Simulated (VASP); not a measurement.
# TiSi2 (P6/mmm) in VASP: further runs, part 2 of 2

VASP 6.6.1. The steps go on from the part before.

### 4 Single point, PBE-based screened hybrid

File POSCAR:

```
TiSi2
1.0
    4.3746400000      0.0000000000      0.0000000000
   -2.1873200000      3.7885500000      0.0000000000
    0.0000000000      0.0000000000      2.5610100000
Ti Si
1 2
Direct
    0.0000000000      0.0000000000      0.0000000000
    0.3333300000      0.6666700000      0.5000000000
    0.6666700000      0.3333300000      0.5000000000
```

File INCAR.step1:

```
PREC = Accurate
ENCUT = 520
EDIFF = 1E-5
ISMEAR = -1
SIGMA = 0.05
LREAL = False
LASPH = True
NELM = 60
ALGO = Normal
ISIF = 2
LWAVE = True
GGA = PE
NBANDS = 17
```

File INCAR.step2:

```
PREC = Accurate
ENCUT = 520
EDIFF = 1E-6
ISMEAR = -1
SIGMA = 0.05
LREAL = False
LASPH = True
NELM = 60
ALGO = Normal
ISIF = 2
LWAVE = False
LCHARG = True
GGA = PE
LHFCALC = True
AEXX = 0.5
HFSCREEN = 0.2
PRECFOCK = Normal
LELF = True
LVHAR = True
ISTART = 1
NBANDS = 17
```

File KPOINTS:

```
Automatic mesh
0
Gamma
  4 4 5
```

Potentials or basis: VASP PAW PBE potentials, release 64 (Ti_sv, Si).

Started as:

```console
> cat potpaw_PBE.64/Ti_sv/POTCAR potpaw_PBE.64/Si/POTCAR > POTCAR
> cp INCAR.step1 INCAR
> mpirun -np 1 vasp_std > vasp.out
> cp INCAR.step2 INCAR
> mpirun -np 1 vasp_std > vasp.out
```

OUTCAR:

```text
PREC = Accurate
   ENCUT = 520
   EDIFF = 1E-6
   ISMEAR = -1
   LREAL = False
   LASPH = True
   NELM = 60
   ISIF = 2
   GGA = PE
   LHFCALC = True
   AEXX = 0.5
   HFSCREEN = 0.2
   PRECFOCK = Normal
   ISTART = 1

 ion  position               nearest neighbor table
   1  0.000  0.000  0.000-   2 2.83   3 2.83   2 2.83   3 2.83   3 2.83   3 2.83   2 2.83   2 2.83
                             3 2.83   3 2.83   2 2.83   2 2.83
   2  0.333  0.667  0.500-   3 2.53   3 2.53   3 2.53   1 2.83   1 2.83   1 2.83   1 2.83   1 2.83
                             1 2.83
   3  0.667  0.333  0.500-   2 2.53   2 2.53   2 2.53   1 2.83   1 2.83   1 2.83   1 2.83   1 2.83
                             1 2.83

  LATTYP: Found a hexagonal cell.
 ALAT       =     4.3746400000
 C/A-ratio  =     0.5854218861

  Lattice vectors:

 A1 = (   4.3746400000,   0.0000000000,   0.0000000000)
 A2 = (  -2.1873200000,   3.7885500000,   0.0000000000)
 A3 = (   0.0000000000,   0.0000000000,   2.5610100000)

Analysis of symmetry for initial positions (statically):
=====================================================================
 Subroutine PRICEL returns:
[... 176 lines left out ...]

 E-fermi :  10.6601     XC(G=0):  -7.4375

 val. band max:       10.6564950344   @ k =   0.5000  -0.0000   0.4000
 cond. band min:      10.8270231866   @ k =   0.5000  -0.0000   0.2000
 fundamental gap:      0.1705281522
 Fermi energy:        10.6601093754

 k-point     1 :       0.0000    0.0000    0.0000
  band No.  band energies     occupation
      1     -55.5340      2.00000
      2     -28.6811      2.00000
      3     -28.6810      2.00000
      4     -27.7548      2.00000
      5      -6.1399      2.00000
      6       3.7218      2.00000
[... 397 lines left out ...]
      4     -28.5184      2.00000
      5      -0.1855      2.00000
      6       1.9498      2.00000
[... 9 lines left out ...]
     16      16.5885      0.00000
     17      17.5609      0.00000

------------------------ aborting loop because EDIFF is reached ----------------------------------------

  FORCE on cell =-STRESS in cart. coord.  units (eV):
  Direction    XX          YY          ZZ          XY          YZ          ZX
  --------------------------------------------------------------------------------------
  -------------------------------------------------------------------------------------
  Total        0.7143120      0.7148288     -5.5099238      0.0004474      0.0000000      0.0000000
  in kB       26.9632285     26.9827360   -207.9838220      0.0168862      0.0000000      0.0000000
  external PRESSURE =     -51.3459525 kB  Pullay stress =       0.0000000 kB

 VOLUME and BASIS-vectors are now :
 -----------------------------------------------------------------------------
  energy-cutoff  :      520.00
  volume of cell :       42.45
      direct lattice vectors                 reciprocal lattice vectors
     4.374640000  0.000000000  0.000000000     0.228590238  0.131976614  0.000000000
    -2.187320000  3.788550000  0.000000000     0.000000000  0.263953227  0.000000000
     0.000000000  0.000000000  2.561010000     0.000000000  0.000000000  0.390470947

 POSITION                                       TOTAL-FORCE (eV/Angst)
 -----------------------------------------------------------------------------------
      0.00000      0.00000      0.00000        -0.000000      0.000000      0.000000
     -0.00002      2.52571      1.28051         0.000093     -0.000054     -0.000000
      2.18734      1.26284      1.28051        -0.000093      0.000054      0.000000
 -----------------------------------------------------------------------------------
    total drift:                                0.000000     -0.000000     -0.000003

  FREE ENERGIE OF THE ION-ELECTRON SYSTEM (eV)
  ---------------------------------------------------
  free  energy   TOTEN  =       -26.0797362078 eV

  energy  without entropy=      -26.0652060141  energy(sigma->0) =      -26.07247111
```

OUTCAR.step1:

```text
PREC = Accurate
   ENCUT = 520
   EDIFF = 1E-5
   ISMEAR = -1
   LREAL = False
   LASPH = True
[... 642 lines left out ...]
      0.00000      0.00000      0.00000        -0.000000      0.000000      0.000000
     -0.00002      2.52571      1.28051         0.000246     -0.000142      0.000000
      2.18734      1.26284      1.28051        -0.000246      0.000142      0.000000
 -----------------------------------------------------------------------------------
    total drift:                               -0.000000     -0.000000     -0.000000

  FREE ENERGIE OF THE ION-ELECTRON SYSTEM (eV)
  ---------------------------------------------------
  free  energy   TOTEN  =       -19.2374667275 eV

  energy  without entropy=      -19.2051888314  energy(sigma->0) =      -19.22132778
```

OSZICAR.step1:

```text
N       E                     dE             d eps       ncg     rms          rms(c)
DAV:   1     0.133823026529E+03    0.13382E+03   -0.95860E+03   714   0.120E+03
DAV:   2    -0.119819002156E+02   -0.14580E+03   -0.14164E+03   749   0.321E+02
DAV:   3    -0.208012799584E+02   -0.88194E+01   -0.85372E+01  1051   0.722E+01
DAV:   4    -0.210826364195E+02   -0.28136E+00   -0.28089E+00   865   0.114E+01
DAV:   5    -0.210922163133E+02   -0.95799E-02   -0.95769E-02  1023   0.182E+00    0.118E+01
DAV:   6    -0.204251039451E+02    0.66711E+00   -0.23737E+01   950   0.349E+01    0.772E+00
DAV:   7    -0.193011644686E+02    0.11239E+01   -0.76084E+00   961   0.202E+01    0.399E+00
DAV:   8    -0.193130995703E+02   -0.11935E-01   -0.11338E+00   935   0.812E+00    0.225E+00
DAV:   9    -0.192395702811E+02    0.73529E-01   -0.37061E-01   961   0.444E+00    0.511E-01
DAV:  10    -0.192413492495E+02   -0.17790E-02   -0.16301E-02   884   0.101E+00    0.492E-01
DAV:  11    -0.192379986548E+02    0.33506E-02   -0.28264E-02  1015   0.108E+00    0.188E-01
DAV:  12    -0.192374977424E+02    0.50091E-03   -0.32226E-03   901   0.390E-01    0.375E-02
DAV:  13    -0.192374774165E+02    0.20326E-04   -0.53447E-05   791   0.694E-02    0.273E-02
DAV:  14    -0.192374667624E+02    0.10654E-04   -0.32287E-05   645   0.419E-02    0.479E-03
DAV:  15    -0.192374667275E+02    0.34887E-07   -0.20701E-06   370   0.113E-02
   1 F= -.19237467E+02 E0= -.19221328E+02  d E =-.322779E-01
```

It took 50 min on 1 thread of Intel Xeon Platinum 8375C at 2.90GHz (Ice Lake), shared host; peak memory 0.29 GiB.

What came out:

| Property | Result |
| --- | --- |
| Free energy | -26.0797 eV |
| Pressure | -5.1 GPa |
| Band gap on the k mesh | zero (band 10 reaches 11.57 eV, above the bottom of band 11 at 8.13 eV) |

Levels at points of the mesh, in eV from the Fermi level:
| k point | band 8 | band 9 | band 10 | band 11 | band 12 | band 13 |
| --- | --- | --- | --- | --- | --- | --- |
| (0.00, 0.00, 0.00) | -6.71 | -3.29 | -2.05 | -2.05 | 5.14 | 5.14 |
| (0.50, 0.00, 0.00) | -5.89 | -2.08 | -0.74 | 3.88 | 4.19 | 4.75 |
| (0.50, 0.50, 0.00) | -5.89 | -2.08 | -0.74 | 3.88 | 4.19 | 4.75 |

Caveat: the k points lie up to 0.49 Å⁻¹ apart; the PAW data sets were made with another functional, which shifts forces and pressure a little.

### 5 The runs side by side

```tsv
level	k mesh	grid for exact exchange (PRECFOCK)	share of exact exchange	screening parameter	gap on the mesh (eV)	pressure (GPa)
PBE	7 × 7 × 10	-	-	-	none	-0.2
PBE-based screened hybrid	4 × 4 × 5	Normal	0.4	0.2 1/Å	none	-4.0
PBE-based screened hybrid	4 × 4 × 5	Normal	0.5	0.2 1/Å	none	-5.1
```

Alike in all rows: task single point; potentials or basis VASP PAW PBE potentials, release 64 (Ti_sv, Si); no spin polarisation; cell as given; cutoff (eV) 520; smearing fermi-dirac 0.05 eV.

Caveats: some runs use coarse meshes; the PAW data sets were made with another functional, which shifts forces and pressure a little (some runs).

Total energies depend on the potentials used, so only differences within one code and one set of settings carry meaning.
